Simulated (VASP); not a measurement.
# Hf3B2 (P-4m2) in VASP: a series of runs

Runs on Hf3B2. Level: PBE. Tasks: single point, relaxation of cell and atoms.

All numbers are computed with VASP 6.6.1; they aren't measurements. Logs are shortened: lines on timing, memory, paths and dates and some standing lists are left out, and cuts for length are marked.

### 1 The cell of the first run

The structure is tetragonal, space group P-4m2 (No. 115). Conventional cell: a = 4.287 Å, b = 4.287 Å, c = 4.056 Å, α = 90.00°, β = 90.00°, γ = 90.00°. Hf (site symmetry 2mm) has 4 B at 2.16 to 2.80 Å and 2 Hf at 2.80 Å within 2.9 Å. Within 2.8 Å of Hf (site symmetry -4m2) lie 2 B at 2.03 Å and 4 Hf at 2.80 Å. Within 3.7 Å of B (site symmetry -4m2) lie 12 Hf at 2.80 to 3.11 Å and 8 B at 3.65 Å. B (site symmetry -4m2) has 6 Hf at 2.03 to 2.16 Å within 2.7 Å.

### 2 Single point, PBE

The input, INCAR:

```
ALGO = Normal
EDIFF = 1E-7
ENCUT = 520
GGA = PE
ISIF = 2
ISMEAR = 0
LASPH = T
LCHARG = F
LREAL = F
LWAVE = F
NBANDS = 26
NELM = 60
PREC = Accurate
SIGMA = 0.1
```

The input, KPOINTS:

```
k-points
0
Gamma
  4 4 4
```

The input, POSCAR:

```
Hf3B2
1.0
    4.2871524600      0.0000000000      0.0000000000
    0.0000000000      4.2871524600      0.0000000000
    0.0000000000      0.0000000000      4.0560034300
Hf B
3 2
Direct
    0.0000000000      0.5000000000      0.0570057300
    0.0000000000      0.0000000000      0.5000000000
    0.5000000000      0.0000000000      0.9429942700
    0.5000000000      0.5000000000      0.5000000000
    0.0000000000      0.0000000000      0.0000000000
```

Potentials or basis: VASP PAW PBE potentials, release 64 (Hf_pv, B).

Started as:

```bash
$ cat potpaw_PBE.64/Hf_pv/POTCAR potpaw_PBE.64/B/POTCAR > POTCAR
$ mpirun -np 1 vasp_std > vasp.out
```

OUTCAR:

```text
EDIFF = 1E-7
   ENCUT = 520
   GGA = PE
   ISIF = 2
   ISMEAR = 0
   LASPH = T
   LREAL = F
   NELM = 60
   PREC = Accurate

 ion  position               nearest neighbor table
   1  0.000  0.500  0.057-   5 2.16   5 2.16   2 2.80   2 2.80   4 2.80   4 2.80   3 3.07   3 3.07
                             3 3.07   3 3.07   2 3.11   2 3.11
   2  0.000  0.000  0.500-   5 2.03   5 2.03   1 2.80   3 2.80   1 2.80   3 2.80   1 3.11   3 3.11
                             1 3.11   3 3.11
   3  0.500  0.000  0.943-   5 2.16   5 2.16   2 2.80   4 2.80   2 2.80   4 2.80   1 3.07   1 3.07
                             1 3.07   1 3.07   2 3.11   2 3.11
   4  0.500  0.500  0.500-   1 2.80   3 2.80   3 2.80   1 2.80
   5  0.000  0.000  0.000-   2 2.03   2 2.03   3 2.16   1 2.16   1 2.16   3 2.16

  LATTYP: Found a simple tetragonal cell.
 ALAT       =     4.2871524600
 C/A-ratio  =     0.9460833194

  Lattice vectors:

 A1 = (   4.2871524600,   0.0000000000,   0.0000000000)
 A2 = (   0.0000000000,   4.2871524600,   0.0000000000)
 A3 = (   0.0000000000,   0.0000000000,   4.0560034300)

Analysis of symmetry for initial positions (statically):
=====================================================================
 Subroutine PRICEL returns:
 Original cell was already a primitive cell.

 Routine SETGRP: Setting up the symmetry group for a
 simple tetragonal supercell.

 Subroutine GETGRP returns: Found  8 space group operations
 (whereof  8 operations were pure point group operations)
 out of a pool of 16 trial point group operations.

The static configuration has the point symmetry D_2d.

Analysis of symmetry for dynamics (positions and initial velocities):
=====================================================================
 Subroutine PRICEL returns:
 Original cell was already a primitive cell.

 Routine SETGRP: Setting up the symmetry group for a
 simple tetragonal supercell.

 Subroutine GETGRP returns: Found  8 space group operations
 (whereof  8 operations were pure point group operations)
 out of a pool of 16 trial point group operations.

The dynamic configuration has the point symmetry D_2d.

 Subroutine INISYM returns: Found  8 space group operations
 (whereof  8 operations are pure point group operations),
 and found     1 'primitive' translations

----------------------------------------------------------------------------------------

                                     Primitive cell

  volume of cell :      74.5480

  direct lattice vectors                    reciprocal lattice vectors
     4.287152460  0.000000000  0.000000000     0.233255059  0.000000000  0.000000000
     0.000000000  4.287152460  0.000000000     0.000000000  0.233255059  0.000000000
     0.000000000  0.000000000  4.056003430     0.000000000  0.000000000  0.246548115

  length of vectors
     4.287152460  4.287152460  4.056003430     0.233255059  0.233255059  0.246548115

  position of ions in fractional coordinates (direct lattice)
     0.000000000  0.500000000  0.057005730
     0.000000000  0.000000000  0.500000000
     0.500000000  0.000000000  0.942994270
     0.500000000  0.500000000  0.500000000
     0.000000000  0.000000000  0.000000000

  ion indices of the primitive-cell ions
   primitive index   ion index
                 1           1
                 2           2
                 3           3
                 4           4
                 5           5

----------------------------------------------------------------------------------------

 KPOINTS: k-points

Automatic generation of k-mesh.
 Grid dimensions read from file:
 generate k-points for:    4    4    4

 Generating k-lattice:

  Cartesian coordinates                     Fractional coordinates (reciprocal lattice)
     0.058313765  0.000000000  0.000000000     0.250000000  0.000000000  0.000000000
     0.000000000  0.058313765  0.000000000     0.000000000  0.250000000  0.000000000
     0.000000000  0.000000000  0.061637029     0.000000000  0.000000000  0.250000000

  Length of vectors
     0.058313765  0.058313765  0.061637029

  Shift w.r.t. Gamma in fractional coordinates (k-lattice)
     0.000000000  0.000000000  0.000000000

 Subroutine IBZKPT returns following result:
 ===========================================

 Found     18 irreducible k-points:

 Following reciprocal coordinates:
            Coordinates               Weight
  0.000000  0.000000  0.000000      1.000000
  0.250000  0.000000  0.000000      4.000000
  0.500000  0.000000  0.000000      2.000000
  0.250000  0.250000  0.000000      4.000000
  0.500000  0.250000  0.000000      4.000000
  0.500000  0.500000  0.000000      1.000000
[... 10 lines left out ...]
  0.500000  0.250000  0.500000      4.000000
  0.500000  0.500000  0.500000      1.000000
   k-points           NKPTS =     18   k-points in BZ     NKDIM =     18   number of bands    NBANDS=     26
   number of dos      NEDOS =    301   number of ions     NIONS =      5
   total plane-waves  NPLWV =  30720
   dimension x,y,z NGX =    32 NGY =   32 NGZ =   30
   dimension x,y,z NGXF=    64 NGYF=   64 NGZF=   60
   ions per type =               3   2
   NGX,Y,Z   is equivalent  to a cutoff of  12.41, 12.41, 12.30 a.u.
   NGXF,Y,Z  is equivalent  to a cutoff of  24.82, 24.82, 24.59 a.u.
 SYSTEM =  unknown system
   PREC   = accura    normal or accurate (medium, high low for compatibility)
   ISTART =      0    job   : 0-new  1-cont  2-samecut
   ICHARG =      2    charge: 1-file 2-atom 10-const
   ISPIN  =      1    spin polarized calculation?
   LNONCOLLINEAR =      F non collinear calculations
   LSORBIT =      F    spin-orbit coupling
   LASPH  =      T    aspherical Exc in radial PAW
   ENCUT  =  520.0 eV  38.22 Ry    6.18 a.u.   7.97  7.97  7.54*2*pi/ulx,y,z
   NELM   =     60;   NELMIN=  2; NELMDL= -5     # of ELM steps
   EDIFF  = 0.1E-06   stopping-criterion for ELM
   LREAL  =      F    real-space projection
   EDIFFG = 0.1E-05   stopping-criterion for IOM
   NSW    =      0    number of steps for IOM
   IBRION =     -1    ionic relax: 0-MD 1-quasi-New 2-CG
   NFREE  =      0    steps in history (QN), initial steepest desc. (CG)
   ISIF   =      2    stress and relaxation
   ISYM   =      2    0-nonsym 1-usesym 2-fastsym
   POTIM  = 0.5000    time-step for ionic-motion
   TEBEG  =    0.0;   TEEND  =   0.0 temperature during run
   PSTRESS=    0.0 pullay stress
   NELECT =      36.0000    total number of electrons
   NUPDOWN=      -1.0000    fix difference up-down
   EMIN   =  10.00;   EMAX   =-10.00  energy-range for DOS
   EFERMI =   0.00;   METHOD = LEGACY
   ISMEAR =     0;   SIGMA  =   0.10  broadening in eV -4-tet -1-fermi 0-gaus
   EFERMI_NEDOS =   21; number of points for ismear=-14 and -15
   IALGO  =     38    algorithm
   IMIX   =      4    mixing-type and parameters
     AMIX     =   0.40;   BMIX     =  1.00
     AMIX_MAG =   1.60;   BMIX_MAG =  1.00
  volume/ion in A,a.u.               =      14.91       100.61
  Fermi-wavevector in a.u.,A,eV,Ry     =   1.284390  2.427145 22.444958  1.649658
  Thomas-Fermi vector in A             =   2.416587
   LORBIT       =      0    0 simple, 1 ext, 2 COOP (PROOUT), +10 PAW based schemes
   GGA     = PE    functional components
   LHFCALC =     F    Hartree Fock is set to
   AEXX    =    0.0000 exact exchange contribution
   IVDW    =     0    specifies the selected vdW correction
   LEPSILON=     F    determine dielectric tensor
   LRPA    =     F    only Hartree local field effects (RPA)
 non-spin polarized calculation
 Gauss-broadening in eV      SIGMA  =   0.10
  energy-cutoff  :      520.00
  volume of cell :       74.55
 maximum number of plane-waves:      2040
 NGX is ok and might be reduce to    32
   NGX = 15   NGY = 15   NGZ = 15

 number of electron      35.9999999 magnetization

 Free energy of the ion-electron system (eV)
  ---------------------------------------------------
  ext. energy  EPLUGINS =         0.00000000
  ---------------------------------------------------
  free energy    TOTEN  =       -40.05653030 eV

  energy without entropy =      -40.03704554  energy(sigma->0) =      -40.04678792

 E-fermi :   5.6535     XC(G=0): -11.7166

 val. band max:        5.6167279928   @ k =   0.2500   0.2500   0.2500
 cond. band min:       5.7051909936   @ k =   0.2500   0.0000   0.5000
 fundamental gap:      0.0884630008
 Fermi energy:         5.6534610605

 k-point     1 :       0.0000    0.0000    0.0000
  band No.  band energies     occupation
      1     -25.2416      2.00000
      2     -25.2416      2.00000
      3     -25.2201      2.00000
      4     -24.7023      2.00000
      5     -24.5691      2.00000
      6     -24.5691      2.00000
[... 18 lines left out ...]
     25       9.3132      0.00000
     26       9.3593      0.00000

 k-point     2 :       0.2500    0.0000    0.0000
  band No.  band energies     occupation
      1     -25.2195      2.00000
      2     -25.1802      2.00000
      3     -25.0684      2.00000
      4     -24.7625      2.00000
      5     -24.6301      2.00000
      6     -24.5628      2.00000
[... 18 lines left out ...]
     25      10.0534      0.00000
     26      10.1666      0.00000

 k-point     3 :       0.5000    0.0000    0.0000
  band No.  band energies     occupation
      1     -25.1583      2.00000
      2     -25.0995      2.00000
      3     -24.8725      2.00000
      4     -24.7763      2.00000
      5     -24.7112      2.00000
      6     -24.6867      2.00000
[... 18 lines left out ...]
     25       9.6044      0.00000
     26      10.9623      0.00000

 k-point     4 :       0.2500    0.2500    0.0000
  band No.  band energies     occupation
      1     -25.2031      2.00000
      2     -25.1301      2.00000
      3     -24.9408      2.00000
      4     -24.8503      2.00000
      5     -24.6977      2.00000
      6     -24.5238      2.00000
[... 18 lines left out ...]
     25      10.1171      0.00000
     26      10.1592      0.00000

 k-point     5 :       0.5000    0.2500    0.0000
  band No.  band energies     occupation
      1     -25.1585      2.00000
      2     -25.0119      2.00000
      3     -24.9548      2.00000
      4     -24.8713      2.00000
      5     -24.7341      2.00000
      6     -24.5237      2.00000
[... 18 lines left out ...]
     25       9.6534      0.00000
     26      10.7061      0.00000

 k-point     6 :       0.5000    0.5000    0.0000
  band No.  band energies     occupation
      1     -25.1407      2.00000
      2     -25.0401      2.00000
      3     -24.8703      2.00000
      4     -24.8703      2.00000
      5     -24.8476      2.00000
      6     -24.4030      2.00000
[... 253 lines left out ...]
 k-point    15 :       0.5000    0.0000    0.5000
  band No.  band energies     occupation
      1     -25.2754      2.00000
      2     -25.1605      2.00000
      3     -24.8885      2.00000
      4     -24.8106      2.00000
      5     -24.7100      2.00000
      6     -24.7074      2.00000
[... 18 lines left out ...]
     25      10.2821      0.00000
     26      10.5631      0.00000

 k-point    16 :       0.2500    0.2500    0.5000
  band No.  band energies     occupation
      1     -25.4156      2.00000
      2     -25.0404      2.00000
      3     -25.0198      2.00000
      4     -24.8524      2.00000
      5     -24.7232      2.00000
      6     -24.4667      2.00000
[... 18 lines left out ...]
     25       9.2943      0.00000
     26      10.4004      0.00000

 k-point    17 :       0.5000    0.2500    0.5000
  band No.  band energies     occupation
      1     -25.5462      2.00000
      2     -25.1533      2.00000
      3     -25.0208      2.00000
      4     -24.9316      2.00000
      5     -24.5412      2.00000
      6     -24.4919      2.00000
[... 18 lines left out ...]
     25       9.6234      0.00000
     26      10.8144      0.00000

 k-point    18 :       0.5000    0.5000    0.5000
  band No.  band energies     occupation
      1     -25.7039      2.00000
      2     -25.1404      2.00000
      3     -25.1404      2.00000
      4     -25.0324      2.00000
      5     -24.4031      2.00000
      6     -24.3498      2.00000
[... 18 lines left out ...]
     25       9.0277      0.00000
     26      10.8614      0.00000

------------------------ aborting loop because EDIFF is reached ----------------------------------------

  FORCE on cell =-STRESS in cart. coord.  units (eV):
  Direction    XX          YY          ZZ          XY          YZ          ZX
  --------------------------------------------------------------------------------------
  -------------------------------------------------------------------------------------
  Total        9.6241701      9.6241701     19.8339346      0.0000000     -0.0000000      0.0000000
  in kB      206.8415115    206.8415115    426.2685487      0.0000000     -0.0000000      0.0000000
  external PRESSURE =     279.9838572 kB  Pullay stress =       0.0000000 kB

 VOLUME and BASIS-vectors are now :
 -----------------------------------------------------------------------------
  energy-cutoff  :      520.00
  volume of cell :       74.55
      direct lattice vectors                 reciprocal lattice vectors
     4.287152460  0.000000000  0.000000000     0.233255059  0.000000000  0.000000000
     0.000000000  4.287152460  0.000000000     0.000000000  0.233255059  0.000000000
     0.000000000  0.000000000  4.056003430     0.000000000  0.000000000  0.246548115

 POSITION                                       TOTAL-FORCE (eV/Angst)
 -----------------------------------------------------------------------------------
      0.00000      2.14358      0.23122         0.000000     -0.000000     -2.307685
      0.00000      0.00000      2.02800         0.000000     -0.000000      0.000000
      2.14358      0.00000      3.82479        -0.000000     -0.000000      2.307685
      2.14358      2.14358      2.02800         0.000000      0.000000      0.000000
      0.00000      0.00000      0.00000         0.000000     -0.000000      0.000000
 -----------------------------------------------------------------------------------
    total drift:                                0.000000      0.000000      0.000000

  FREE ENERGIE OF THE ION-ELECTRON SYSTEM (eV)
  ---------------------------------------------------
  free  energy   TOTEN  =       -40.0565303019 eV

  energy  without entropy=      -40.0370455385  energy(sigma->0) =      -40.04678792
```

Wall time 56 s (1 thread of Intel Xeon 8259CL, shared host); peak memory 0.19 GiB.

Results:

```
Free energy            : -40.0565 eV
Pressure               : 28.0 GPa
Largest force          : 2.308 eV/Å
Band gap on the k mesh : zero (bands 18 and 19 overlap by 1.94 eV)
```

Forces on the atoms (eV/Å):
```
Hf   0.000  0.000 -2.308
Hf   0.000  0.000  0.000
Hf   0.000  0.000  2.308
B    0.000  0.000  0.000
B    0.000  0.000  0.000
```

Caveat: the k points lie up to 0.39 Å⁻¹ apart, too coarse for converged energies and pressures of a metal; spin-orbit coupling is left out, which moves the levels of the heavy elements; forces of over 1 eV/Å act on the atoms, so gaps and moduli don't describe the material at rest.

### 3 Relaxation of cell and atoms, PBE

The input, INCAR:

```
SYSTEM = Hf3B2
PREC     = Accurate       ! precision mode
ENCUT    = 600            ! plane-wave cutoff, eV
EDIFF    = 1E-6           ! SCF threshold, eV
ISMEAR   = 0              ! smearing method
SIGMA    = 0.1            ! smearing width, eV
LREAL    = .FALSE.        ! projectors in reciprocal space
LASPH    = .TRUE.         ! aspherical terms in the spheres
NELM     = 100            ! most SCF steps
ALGO     = Normal         ! electronic algorithm
ISIF     = 3              ! what is computed and relaxed
LWAVE    = .FALSE.        ! write WAVECAR
LCHARG   = .FALSE.        ! write CHGCAR
GGA      = PE             ! functional
IBRION   = 2              ! ionic algorithm
NSW      = 90             ! ionic steps
EDIFFG   = -0.04          ! ionic threshold
```

The input, KPOINTS:

```
regular mesh
0
G
  4 4 4
  0 0 0
```

POSCAR is that of step 2.

Potentials or basis: VASP PAW PBE potentials, release 64 (Hf_pv, B).

Started as:

```bash
$ cat potpaw_PBE.64/Hf_pv/POTCAR potpaw_PBE.64/B/POTCAR > POTCAR
$ mpirun -np 1 vasp_std > vasp.out
```

It took 3.7 min on 1 thread of Intel Xeon 8259CL, shared host; peak memory 0.22 GiB.

It converged, with:

| Property | Result |
| --- | --- |
| Free energy | -41.7271 eV |
| Relaxed volume | 17.40 Å³/atom |
| Relaxed cell | a = 4.434 Å, b = 4.434 Å, c = 4.424 Å, α = 90.00°, β = 90.00°, γ = 90.00° |
| Space group after relaxing (to 0.1 Å) | Pm-3m (No. 221) |
| Energy gained by relaxing | 333.6 meV/atom |
| Ionic steps | 8 |
| Pressure after relaxing | -0.1 GPa |
| Largest force after relaxing | 0.038 eV/Å |
| Band gap on the k mesh | zero (bands 18 and 19 overlap by 1.90 eV) |

Forces on the atoms (eV/Å):
```
Hf   0.000  0.000 -0.038
Hf   0.000  0.000  0.000
Hf   0.000  0.000  0.038
B    0.000  0.000  0.000
B    0.000  0.000  0.000
```

Stress tensor (GPa, compression positive):
```
-0.31  0.00  0.00
 0.00 -0.31  0.00
 0.00  0.00  0.36
```

Step by step:
```
step  energy change (eV)  largest force (eV/Å)  pressure (GPa)  volume (Å³)
   1              0.0000                2.3077           27.99        74.55
   2             -0.3275                0.5319          -17.04       106.07
   3             -1.4057                1.2377           -3.04        89.58
   4             -1.4081                1.2728           -2.22        88.98
   5             -1.5543                0.8462           -0.46        87.46
   6             -1.5833                0.5747            0.93        86.48
   7             -1.6635                0.1738            0.12        86.88
   8             -1.6682                0.0383           -0.08        86.99
```

Final structure:
```xyz
5
Lattice="4.4345 0.0000 0.0000 0.0000 4.4345 0.0000 0.0000 0.0000 4.4238" Properties=species:S:1:pos:R:3 pbc="T T T"
Hf    0.0000    2.2172    0.0053
Hf    0.0000    0.0000    2.2119
Hf    2.2172    4.4345    4.4185
B     2.2172    2.2172    2.2119
B     0.0000    0.0000    0.0000
```

Levels at points of the mesh, in eV from the Fermi level:
```csv
k point,band 14,band 15,band 16,band 17,band 18,band 19,band 20,band 21,band 22
"(0.00, 0.00, 0.00)",-1.57,-1.57,-1.57,-0.60,-0.60,-0.57,1.80,1.80,1.82
"(0.50, 0.00, 0.00)",-1.61,-1.60,-1.28,-1.25,-1.11,0.03,1.24,1.88,2.00
"(0.50, 0.50, 0.00)",-2.21,-2.04,-2.04,-1.80,0.73,0.73,1.23,1.23,1.34
"(0.00, 0.00, 0.50)",-1.61,-1.61,-1.29,-1.29,-1.11,0.03,1.27,1.88,1.98
"(0.50, 0.00, 0.50)",-2.24,-2.05,-2.04,-1.81,0.72,0.72,1.22,1.25,1.35
"(0.50, 0.50, 0.50)",-4.53,-1.33,-1.33,-1.33,0.92,0.95,0.95,1.12,1.12
```

Caveat: the k points lie up to 0.36 Å⁻¹ apart in the final cell, too coarse for converged energies and pressures of a metal; the volume moved by over 15 % at a fixed basis, so the end points are rough; spin-orbit coupling is left out, which moves the levels of the heavy elements.

The gap in the log of VASP goes by the Fermi energy; the results here count the filled bands.